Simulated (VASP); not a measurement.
## CdF2: single point with PBEsol

CdF2:

```
CELL_PARAMETERS angstrom
0.00000 2.58560 2.80150
2.58560 0.00000 2.80150
2.58560 2.58560 0.00000
ATOMIC_POSITIONS crystal
Cd 0.00000 0.00000 0.00000
F 0.25000 0.25000 0.25000
F 0.75000 0.75000 0.75000
```

- Program: VASP 6.6.1
- Task: single point
- Functional: PBEsol
- Potentials or basis: VASP PAW PBE potentials, release 64 (Cd_sv_GW, F)
- Cutoff: 700 eV
- k mesh: 8 × 8 × 8
- Occupations: gaussian, width 0.05 eV
- Spin: no spin polarisation

The pressure is 4.4 GPa. The band gap on the k mesh is 2.92 eV (least direct gap 3.31 eV).

Stress tensor (GPa, compression positive):
```
 7.41  0.00  0.00
 0.00  7.41  0.00
 0.00  0.00 -1.70
```

Levels at points of the mesh, in eV from the valence-band top:
```
           k point  band 13  band 14  band 15  band 16  band 17  band 18  band 19  band 20  band 21  band 22
(0.00, 0.00, 0.00)    -0.93    -0.93    -0.62    -0.62    -0.39     2.92    12.57    12.57    12.76    17.71
(0.50, 0.00, 0.00)    -2.61    -2.20    -2.01    -0.47    -0.44     7.26     8.90    14.35    14.94    17.79
(0.50, 0.50, 0.00)    -3.23    -3.23    -0.97    -0.09    -0.09     8.11     9.80    11.78    14.62    14.62
(0.50, 0.00, 0.50)    -3.24    -3.14    -0.49    -0.29    -0.06     8.06     9.47    11.72    13.73    14.78
```

Wall time 44 s on 1 thread of AMD EPYC 9R45 96-Core Processor (Zen 5), with other jobs on the host, peak memory 0.23 GiB.

Caveat: the stress differs along the axes, from -2 to 7 GPa; the PAW data sets were made with another functional, which shifts forces and pressure a little. As with any semilocal functional, this PBEsol gap is likely too small.
